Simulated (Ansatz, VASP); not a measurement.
**Two plane-wave programs on Hf2N**

```
Hf N
1.0
     5.31312    0.00000    0.00000
     0.00000    5.31312    0.00000
     0.00000    0.00000    3.24210
Hf N
4 2
Direct
  0.29554 0.29554 0.00000
  0.70446 0.70446 0.00000
  0.79554 0.20446 0.50000
  0.20446 0.79554 0.50000
  0.00000 0.00000 0.00000
  0.50000 0.50000 0.50000
```

Alike in both runs: task relaxation of cell and atoms; functional r2SCAN; k mesh 2 × 2 × 4; occupations gaussian, width 0.1 eV; no spin polarisation.

```csv
,VASP,Ansatz
version,VASP 6.6.1,Ansatz 0.2.0
potentials or method,"VASP PAW PBE potentials, release 64 (Hf_pv, N), cutoff 600 eV","scalar-relativistic, plane waves, PAW"
valence electrons in the cell,50,114
```

Ansatz gave:

* gap on the k mesh at the Fermi level, each at its own relaxed structure (eV): none
* relaxed volume (Å³/atom): 15.34
* relaxed cell length with the largest relative difference (Å): 3.269

Problem. Estimate VASP's values.

Solution. gap on the k mesh at the Fermi level, each at its own relaxed structure (eV): none; relaxed volume (Å³/atom): 15.23; relaxed cell length with the largest relative difference (Å): 3.261.

VASP's potentials were made for PBE, not for r2SCAN. A gap of «none» marks a metal or a gap that the smearing closes. VASP's potentials hold 50 valence electrons a cell and Ansatz's 114, so a difference there can come from the potentials and not from the codes.

The k mesh is coarse, so the values compare programs but aren't converged. Neither program's run includes spin-orbit coupling.
